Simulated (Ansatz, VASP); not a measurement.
**La in VASP and in Ansatz**

```
La
1.0
     3.51229    0.00000    0.00000
    -1.75614    3.04173    0.00000
     0.00000    0.00000   11.26621
La
4
Direct
  0.00000 0.00000 0.00000
  0.00000 0.00000 0.50000
  0.33333 0.66667 0.75000
  0.66667 0.33333 0.25000
```

Alike in both runs: task single point; functional PBEsol; k mesh 13 × 13 × 4; occupations fermi-dirac, width 0.1 eV; no spin polarisation.

|  | VASP | Ansatz |
| --- | --- | --- |
| version | VASP 6.6.1 | Ansatz 0.2.0 |
| potentials or method | VASP PAW PBE potentials, release 64 (La), cutoff 520 eV | plane waves (420 eV) with PAW, scalar-relativistic |
| valence electrons in the cell | 44 | 44 |

Ansatz gave:

| Quantity | Value |
| --- | --- |
| pressure (GPa) | 3.9 |
| traceless stress, the component that is largest in VASP (GPa) | 0.23 |

Task: What did VASP give for the same quantities?

Result: Pressure (GPa): 4.0; traceless stress, the component that is largest in VASP (GPa): 0.23.

VASP's potentials were made for PBE, not for PBEsol, and Ansatz warns of the same on its side.

Spin-orbit coupling is off throughout.
